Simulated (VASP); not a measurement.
Wanted: the native input for a VASP 6.6.1 run.

* Task: relaxation of cell and atoms
* Functional: PBE
* Potentials or basis: VASP PAW PBE potentials, release 64 (Ti_sv, H)
* Cutoff: 600 eV
* k mesh: 12 × 12 × 12
* Occupations: gaussian, width 0.1 eV
* Spin: no spin polarisation
* Dipole correction: no
* Further INCAR settings: ALGO = Normal; EDIFF = 1e-06; IBRION = 2; EDIFFG = -0.01; NSW = 100; ISIF = 3

The structure of TiH4 lies in POSCAR:

```
TiH4
1.0
   -2.1251844218      2.1251844218      2.1251844218
    2.1251844218     -2.1251844218      2.1251844218
    2.1251844218      2.1251844218     -2.1251844218
Ti H
1 4
Direct
    0.0000000000      0.0000000000      0.0000000000
    0.5000000000      0.5000000000      0.5000000000
    0.0000000000      0.0000000000      0.5000000000
    0.0000000000      0.5000000000      0.0000000000
    0.5000000000      0.0000000000      0.0000000000
```

One way to write it, as run:

INCAR

```
SYSTEM = TiH4
PREC     = Accurate       ! precision mode
ENCUT    = 600            ! plane-wave cutoff, eV
EDIFF    = 1E-6           ! SCF threshold, eV
ISMEAR   = 0              ! smearing method
SIGMA    = 0.1            ! smearing width, eV
LREAL    = .FALSE.        ! projectors in reciprocal space
LASPH    = .TRUE.         ! aspherical terms in the spheres
NELM     = 100            ! most SCF steps
ALGO     = Normal         ! electronic algorithm
ISIF     = 3              ! what is computed and relaxed
LWAVE    = .FALSE.        ! write WAVECAR
LCHARG   = .FALSE.        ! write CHGCAR
GGA      = PE             ! functional
IBRION   = 2              ! ionic algorithm
NSW      = 100            ! ionic steps
EDIFFG   = -0.01          ! ionic threshold
```

KPOINTS

```
regular mesh
0
G
  12 12 12
  0 0 0
```

Potentials or basis: VASP PAW PBE potentials, release 64 (Ti_sv, H).

Launch:

```console
$ cat potpaw_PBE.64/Ti_sv/POTCAR potpaw_PBE.64/H/POTCAR > POTCAR
$ mpirun -np 1 vasp_std > vasp.out
```

Results of the run:

- Relaxed volume: 7.75 Å³/atom
- Relaxed cell: a = 3.693 Å, b = 3.693 Å, c = 3.693 Å, α = 109.47°, β = 109.47°, γ = 109.47°
- Space group after relaxing (to 0.05 Å): Im-3m (No. 229)
- Energy gained by relaxing: 0.2 meV/atom
- Ionic steps: 3
- Pressure after relaxing: 0.0 GPa
- Band gap on the k mesh: zero (band 8 reaches 2.83 eV, above the bottom of band 9 at 1.98 eV)

Run time: 38 s on 1 thread of Intel(R) Xeon(R) 6975P-C (Granite Rapids), on a shared host, peak memory 0.2 GiB.
